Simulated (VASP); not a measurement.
The system is BF.

```xyz
2
Lattice="0.0000 2.0767 2.0767 2.0767 0.0000 2.0767 2.0767 2.0767 0.0000" Properties=species:S:1:pos:R:3 pbc="T T T"
F     0.0000    0.0000    0.0000
B     2.0767    2.0767    2.0767
```

Base run:

- Program: VASP 6.6.1
- Functional: PBE
- Potentials or basis: VASP PAW PBE potentials, release 64 (F, B)
- Cutoff: 600 eV
- k mesh: 7 × 7 × 7
- Occupations: methfessel-paxton, width 0.0519 eV
- Spin: no spin polarisation

Its results: band gap on the k mesh 0.13 eV; pressure 31.7 GPa.

Question: The run is repeated on the same cell with these changes: k mesh from 7 × 7 × 7 to 9 × 9 × 9. What comes out?

Answer: Band gap on the k mesh 0.62 eV; pressure 33.1 GPa.

Caveats: the cell stands under pressure; an odd mesh through Γ misses points on the zone boundary, where band edges can lie.
